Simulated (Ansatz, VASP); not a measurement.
# Two plane-wave programs on Mo

```
Mo
1.0
    -1.57521    1.63822    1.57521
     1.57521   -1.63822    1.57521
     1.57521    1.63822   -1.57521
Mo
1
Direct
  0.00000 0.00000 0.00000
```

Change from the starting cell: strain +0.0400 x Voigt [0, 1, 0, 0, 0, 0], atoms carried along.

Alike in both runs: task single point; functional r2SCAN; k mesh 26 × 26 × 26; occupations gaussian, width 0.15 eV; no spin polarisation.

```csv
,VASP,Ansatz
version,VASP 6.6.1,Ansatz 0.2.0
potentials or method,"VASP PAW PBE potentials, release 64 (Mo_sv), cutoff 520 eV","scalar-relativistic, plane waves, PAW"
valence electrons in the cell,14,14
```

Ansatz gave:

| Property | Result |
| --- | --- |
| gap on the k mesh at the Fermi level (eV) | none |
| pressure (GPa) | -9.6 |
| traceless stress, the component that is largest in VASP (GPa) | -7.80 |

Task: Which values does VASP return?

Result: gap on the k mesh at the Fermi level (eV): none; pressure (GPa): -8.6; traceless stress, the component that is largest in VASP (GPa): -7.80.

VASP's potentials were made for PBE, not for r2SCAN. A gap of «none» marks a metal or a gap that the smearing closes. The functional is the same, so the differences come from potentials, cutoffs and numerics.
